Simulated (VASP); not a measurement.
Sc3SbP2: single point with PBE

The system is Sc3SbP2.

```
Sc Sb P
1.0
     1.88616    1.08898   10.13426
    -1.88616    1.08898   10.13426
     0.00000   -2.17795   10.13426
Sc Sb P
3 1 2
Cartesian
  0.0000 0.0000 3.7873
  0.0000 0.0000 16.9054
  0.0000 0.0000 30.0076
  0.0000 0.0000 21.9382
  0.0000 0.0000 25.5209
  0.0000 0.0000 8.3230
```

| Quantity | Value |
| --- | --- |
| Program | VASP 6.6.1 |
| Task | single point |
| Functional | PBE |
| Potentials or basis | VASP PAW PBE potentials, release 64 (Sc_sv, Sb, P) |
| Cutoff | 520 eV |
| k mesh | 6 × 6 × 6 |
| Occupations | gaussian, width 0.1 eV |
| Spin | no spin polarisation |

* Pressure: 0.2 GPa
* Largest force: 0.068 eV/Å
* Band gap on the k mesh: zero (band 24 reaches 6.70 eV, above the bottom of band 25 at 5.83 eV)

Forces in eV/Å, atoms in the order of the input:
```
Sc   0.000  0.000 -0.068
Sc   0.000  0.000 -0.007
Sc   0.000  0.000  0.047
Sb   0.000  0.000  0.017
P    0.000  0.000  0.013
P    0.000  0.000 -0.002
```

Stress tensor (GPa, compression positive):
```
 0.27  0.00  0.00
 0.00  0.27  0.00
 0.00  0.00 -0.07
```

Levels at points of the mesh, in eV from the Fermi level:
```
           k point  band 20  band 21  band 22  band 23  band 24  band 25  band 26  band 27  band 28  band 29
(0.00, 0.00, 0.00)    -1.18    -1.18    -0.25     0.39     0.39     0.52     1.11     1.11     1.34     1.34
(0.50, 0.00, 0.00)    -2.39    -2.30    -1.83    -1.81    -0.55    -0.22     0.77     2.03     2.23     2.52
(0.50, 0.50, 0.00)    -2.59    -2.27    -1.85    -1.39    -0.76    -0.14     0.96     1.89     2.07     2.40
(0.50, 0.50, 0.50)    -1.86    -1.25    -1.25     0.65     0.65     0.98     0.98     1.09     1.35     1.35
```

It took 14 min on 1 thread of Intel(R) Xeon(R) 6975P-C (Granite Rapids), with other jobs on the host, peak memory 0.98 GiB.

Caveat: spin-orbit coupling is left out, which moves the levels of the heavy elements.
